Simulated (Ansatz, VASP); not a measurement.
# One calculation of TaAs, two programs

```
Ta As
1.0
    -1.75558    1.75558    5.98303
     1.75558   -1.75558    5.98303
     1.75558    1.75558   -5.98303
Ta As
2 2
Direct
  0.49997 0.49997 0.00000
  0.24997 0.74997 0.50000
  0.08263 0.08263 0.00000
  0.83263 0.33263 0.50000
```

Change from the starting cell: volume scaled by 1.06.

Alike in both runs: task single point; functional LDA; k mesh 11 × 11 × 11; occupations fermi-dirac, width 0.05 eV; no spin polarisation.

|  | VASP | Ansatz |
| --- | --- | --- |
| version | VASP 6.6.1 | Ansatz 0.2.0 |
| potentials or method | VASP PAW LDA potentials, release 64 (Ta_pv, As), cutoff 520 eV | all-electron LAPW, scalar-relativistic |

|  | VASP | Ansatz | Ansatz less VASP |
| --- | --- | --- | --- |
| gap on the k mesh at the Fermi level (eV) | none | none | - |
| pressure (GPa) | -15.3 | -16.0 | -0.65 |
| traceless stress, the component that is largest in VASP (GPa) | 0.78 | 0.85 | +0.074 |
| rms of the force components (eV/Å) | 0.003 | 0.005 | +0.0021 |

LDA's correlation is that of Perdew and Zunger in VASP and of Perdew and Wang (1992) in Ansatz. Atom by atom the forces differ by 0.002 eV/Å (rms over components). A gap of «none» marks a metal or a gap that the smearing closes. Ansatz ran all-electron here, and VASP with PAW potentials.

Neither program's run includes spin-orbit coupling.
